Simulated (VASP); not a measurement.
KTaO3:

```
CELL_PARAMETERS angstrom
3.90688 0.00000 0.00000
0.00000 3.90688 0.00000
0.00000 0.00000 3.90688
ATOMIC_POSITIONS crystal
Ta 0.00000 0.00000 0.00000
K 0.50000 0.50000 0.50000
O 0.00000 0.00000 0.50000
O 0.00000 0.50000 0.00000
O 0.50000 0.00000 0.00000
```

Base run:

| Item | Value |
| --- | --- |
| Program | VASP 6.6.1 |
| Functional | PBEsol |
| Dispersion | D4 |
| Potentials or basis | VASP PAW PBE potentials, release 64 (Ta_pv, K_sv, O) |
| Cutoff | 520 eV |
| k mesh | 7 × 7 × 7 |
| Occupations | fermi-dirac, width 0.05 eV |
| Spin | no spin polarisation |

Its results: band gap on the k mesh 2.27 eV (least direct gap 2.79 eV); pressure 13.5 GPa.

Q: The run is repeated on the same cell with these changes: dispersion from D4 to none; further incar settings from ALGO = Normal; EDIFF = 1e-06; NBANDS = 27 to ALGO = Normal; EDIFF = 1e-07; NBANDS = 27. What comes out?

A: Band gap on the k mesh 2.27 eV (least direct gap 2.79 eV); pressure 14.8 GPa.

Caveats: the cell stands under pressure; the PAW data sets were made with another functional, which shifts forces and pressure a little; spin-orbit coupling is left out, which moves the levels of the heavy elements; an odd mesh through Γ misses points on the zone boundary, where band edges can lie.
